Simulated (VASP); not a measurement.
Write the native input for VASP 6.6.1 that does the following.

- Task: single point
- Functional: PBE
- Potentials or basis: VASP PAW PBE potentials, release 64 (S, Be)
- Cutoff: 520 eV
- k mesh: 9 × 9 × 9
- Occupations: fermi-dirac, width 0.05 eV
- Spin: no spin polarisation
- Dipole correction: no
- Further INCAR settings: ALGO = Normal; EDIFF = 1e-06; NBANDS = 11

The structure of BeS lies in POSCAR:

```
BeS
1.0
    0.0000000000      2.4250000000      2.4250000000
    2.4250000000      0.0000000000      2.4250000000
    2.4250000000      2.4250000000      0.0000000000
S Be
1 1
Direct
    0.7500000000      0.7500000000      0.7500000000
    0.0000000000      0.0000000000      0.0000000000
```

One way to write it, as run:

INCAR

```
PREC = Accurate
ENCUT = 520
EDIFF = 1E-6
ISMEAR = -1
SIGMA = 0.05
LREAL = False
LASPH = True
NELM = 80
ALGO = Normal
ISIF = 2
LWAVE = False
LCHARG = False
GGA = PE
NBANDS = 11
```

KPOINTS

```
regular mesh
0
Gamma
  9 9 9
```

Potentials or basis: VASP PAW PBE potentials, release 64 (S, Be).

Run with:

```console
$ cat potpaw_PBE.64/S/POTCAR potpaw_PBE.64/Be/POTCAR > POTCAR
$ mpirun -np 1 vasp_std > vasp.out
```

Results of the run:

```yaml
Pressure: 1.6 GPa
Band_gap_on_the_k_mesh: 3.20 eV, indirect (least direct gap 5.67 eV)
```

Run time: 10 s on 1 thread of Intel(R) Xeon(R) Platinum 8375C CPU @ 2.90GHz (Ice Lake), with other jobs on the host, peak memory 0.15 GiB.
